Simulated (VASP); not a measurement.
Write the native input for VASP 6.6.1 that does the following.

| Quantity | Value |
| --- | --- |
| Task | single point |
| Functional | LDA |
| Potentials or basis | VASP PAW LDA potentials, release 64 (W_sv, Se) |
| Cutoff | 520 eV |
| k mesh | 12 × 12 × 2 |
| Occupations | gaussian, width 0.01 eV |
| Spin | no spin polarisation |
| Dipole correction | no |
| Further INCAR settings | ALGO = Normal; EDIFF = 1e-07; NBANDS = 35 |

The structure of WSe2 lies in POSCAR:

```
WSe2
1.0
    3.2996318046      0.0000000000      0.0000000000
   -1.6498159023      2.8575649659      0.0000000000
    0.0000000000      0.0000000000     13.1495853360
W Se
2 4
Direct
    0.6666666667      0.3333333333      0.2501999111
    0.3333333333      0.6666666667      0.7498000889
    0.3333333333      0.6666666667      0.3768527017
    0.6666666667      0.3333333333      0.8764523353
    0.3333333333      0.6666666667      0.1235476647
    0.6666666667      0.3333333333      0.6231472983
```

These files were run (other wordings do the same):

INCAR

```
SYSTEM = WSe2
  PREC = Accurate
  ENCUT = 520
  EDIFF = 1E-7
  ISMEAR = 0
  SIGMA = 0.01
  LREAL = .FALSE.
  LASPH = .TRUE.
  NELM = 60
  ALGO = Normal
  ISIF = 2
  LWAVE = .FALSE.
  LCHARG = .FALSE.
  GGA = CA
  NBANDS = 35
```

KPOINTS

```
regular mesh
0
G
  12 12 2
  0 0 0
```

Potentials or basis: VASP PAW LDA potentials, release 64 (W_sv, Se).

Launch:

```console
$ cat potpaw_LDA.64/W_sv/POTCAR potpaw_LDA.64/Se/POTCAR > POTCAR
$ mpirun -np 1 vasp_std > vasp.out
```

Results of the run:

- Pressure: -3.5 GPa
- Largest force: 0.174 eV/Å
- Band gap on the k mesh: 0.98 eV (least direct gap 1.48 eV)

Caveat: the cell stands under tension; spin-orbit coupling is left out, which moves the levels of the heavy elements.

It took 95 s on 1 thread of Intel(R) Xeon(R) 6975P-C (Granite Rapids) (shared host), peak memory 0.29 GiB.
